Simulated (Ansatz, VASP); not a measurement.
Two plane-wave programs on Nb

INCAR

```
SYSTEM = Nb
  PREC = Accurate
  ENCUT = 520
  EDIFF = 1E-6
  ISMEAR = -1
  SIGMA = 0.1
  LREAL = .False.
  LASPH = .True.
  NELM = 80
  ALGO = Normal
  ISIF = 2
  LWAVE = .False.
  LCHARG = .False.
  GGA = RP
  NBANDS = 20
```

Contents of KPOINTS:

```
regular mesh
0
Gamma
  10 10 10
  0 0 0
```

Contents of POSCAR:

```
Nb
1.0
    0.0000000000      2.8599946625      2.8599946625
    2.8599946625      0.0000000000      2.8599946625
    2.8599946625      2.8599946625      0.0000000000
Nb
2
Direct
    0.1250000000      0.1250000000      0.1250000000
    0.8750000000      0.8750000000      0.8750000000
```

Input for Ansatz:

```yaml
crystal:
  lattice:
    - [0.0, 2.8599946625, 2.8599946625]
    - [2.8599946625, 0.0, 2.8599946625]
    - [2.8599946625, 2.8599946625, 0.0]
  atoms:
    - { symbol: Nb, position: [0.125, 0.125, 0.125] }
    - { symbol: Nb, position: [0.875, 0.875, 0.875] }
hamiltonian:
  xc: rpbe
  pseudopotentials:
    kind: paw
    azcp:
      Nb: "pseudopotentials/Nb.paw.azcp"
basis:
  ecutwfc: 420
  fft_grid_basis: typed
kpoints:
  mp_grid: { grid: [10, 10, 10], shift: [0, 0, 0] }
magnetization:
  spin_polarized: false
scf:
  occupations: { method: fermi_dirac, width: 0.1 }
  lower_state_search: "off"
output:
  stress: true
```

Alike in both runs: task single point; functional RPBE; k mesh 10 × 10 × 10; occupations fermi-dirac, width 0.1 eV; no spin polarisation.

```csv
,VASP,Ansatz
version,VASP 6.6.1,Ansatz 0.2.0
potentials or method,"VASP PAW PBE potentials, release 64 (Nb_sv), cutoff 520 eV","plane waves (420 eV) with PAW, scalar-relativistic"
valence electrons in the cell,26,26
```

```tsv
	VASP	Ansatz	Ansatz less VASP
pressure (GPa)	10.0	10.0	-0.02
```

VASP's potentials were made for PBE, not for RPBE. The functional is the same, so the differences come from potentials, cutoffs and numerics.
